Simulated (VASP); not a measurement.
Set up this calculation in VASP 6.6.1, as the native input.

```yaml
Task: single point
Functional: HSE06
Potentials_or_basis: VASP PAW PBE potentials, release 64 (Zn, Se)
Cutoff: 520 eV
k_mesh: 4 × 4 × 4
Occupations: gaussian, width 0.01 eV
Spin: no spin polarisation
Dipole_correction: no
Grid_for_exact_exchange_PRECFOCK: Normal
Further_INCAR_settings: ALGO = Normal; EDIFF = 1e-06; NBANDS = 16
Share_of_exact_exchange: 0.25
Screening_parameter: 0.2079 1/Å
```

Crystal: ZnSe.

```
CELL_PARAMETERS angstrom
0.00000 2.83242 2.83242
2.83242 0.00000 2.83242
2.83242 2.83242 0.00000
ATOMIC_POSITIONS crystal
Zn 0.00000 0.00000 0.00000
Se 0.25000 0.25000 0.25000
```

These files were run (other wordings do the same):

POSCAR

```
ZnSe
1.0
    0.0000000000      2.8324246788      2.8324246788
    2.8324246788      0.0000000000      2.8324246788
    2.8324246788      2.8324246788      0.0000000000
Zn Se
1 1
Direct
    0.0000000000      0.0000000000      0.0000000000
    0.2500000000      0.2500000000      0.2500000000
```

INCAR.step1

```
SYSTEM = ZnSe
PREC = Accurate
ENCUT = 520
EDIFF = 1E-5
ISMEAR = 0
SIGMA = 0.01
LREAL = .FALSE.
LASPH = .TRUE.
NELM = 80
ALGO = Normal
ISIF = 2
LWAVE = .TRUE.
LCHARG = .FALSE.
NBANDS = 16
GGA = PE
```

INCAR.step2

```
SYSTEM = ZnSe
PREC = Accurate
ENCUT = 520
EDIFF = 1E-6
ISMEAR = 0
SIGMA = 0.01
LREAL = .FALSE.
LASPH = .TRUE.
NELM = 80
ALGO = Normal
ISIF = 2
LWAVE = .FALSE.
LCHARG = .FALSE.
GGA = PE
LHFCALC = .TRUE.
HFSCREEN = 0.2079
PRECFOCK = Normal
NBANDS = 16
ISTART = 1
```

KPOINTS

```
regular mesh
0
G
  4 4 4
  0 0 0
```

Potentials or basis: VASP PAW PBE potentials, release 64 (Zn, Se).

The run is started by

```console
$ cat potpaw_PBE.64/Zn/POTCAR potpaw_PBE.64/Se/POTCAR > POTCAR
$ cp INCAR.step1 INCAR
$ mpirun -np 1 vasp_std > vasp.out
$ cp INCAR.step2 INCAR
$ mpirun -np 1 vasp_std > vasp.out
```

It gave:

```json
{
  "Pressure": "1.5 GPa",
  "Band gap on the k mesh": "2.43 eV"
}
```

Caveat: the k points lie up to 0.48 Å⁻¹ apart; the PAW data sets were made with another functional, which shifts forces and pressure a little.

Run time: 3.7 min on 1 thread of Intel(R) Xeon(R) 6975P-C (Granite Rapids), on a shared host, peak memory 0.27 GiB.
